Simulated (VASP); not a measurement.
Write the native input for VASP 6.6.1 that does the following.

```yaml
Task: single point
Functional: LDA
Potentials_or_basis: VASP PAW LDA potentials, release 64 (Te)
Cutoff: 520 eV
k_mesh: 9 × 9 × 6
Occupations: fermi-dirac, width 0.08 eV
Spin: no spin polarisation
Dipole_correction: no
Further_INCAR_settings: ALGO = Normal; EDIFF = 1e-06; NBANDS = 16
```

The structure of Te lies in POSCAR:

```
Te
1.0
    4.4579994587      0.0222899973      0.0222899973
   -2.2096960255      3.8495957826      0.0081587053
    0.0296250000      0.0296250000      5.9250000000
Te
3
Direct
    0.7450000000      0.0000000000      0.3333333333
    0.0000000000      0.7450000000      0.6666666667
    0.2550000000      0.2550000000      0.0000000000
```

This cell differs from its parent crystal: equal xy, yz and zx shear strains of +1 %.

The input as run:

INCAR

```
ALGO     = Normal         # electronic algorithm
EDIFF    = 1E-6           # SCF threshold, eV
ENCUT    = 520            # plane-wave cutoff, eV
ISIF     = 2              # what is computed and relaxed
ISMEAR   = -1             # smearing method
LASPH    = True           # aspherical terms in the spheres
LCHARG   = False          # write CHGCAR
LREAL    = False          # projectors in reciprocal space
LWAVE    = False          # write WAVECAR
NBANDS   = 16             # bands
NELM     = 80             # most SCF steps
PREC     = Accurate       # precision mode
SIGMA    = 0.08           # smearing width, eV
```

KPOINTS

```
k-points
0
Gamma
  9 9 6
```

Potentials or basis: VASP PAW LDA potentials, release 64 (Te).

Launch:

```sh
$ cat potpaw_LDA.64/Te/POTCAR > POTCAR
$ mpirun -np 1 vasp_std > vasp.out
```

It gave:

The pressure is -0.2 GPa. The largest force is 0.569 eV/Å and the band gap on the k mesh is 0.07 eV.

Caveat: the cell differs from its parent crystal (equal xy, yz and zx shear strains of +1 %); the smearing spreads over this small gap; spin-orbit coupling is left out, which moves the levels of the heavy elements.

It took 10 min on 1 thread of AMD EPYC 7R13, on a shared host, peak memory 0.39 GiB.
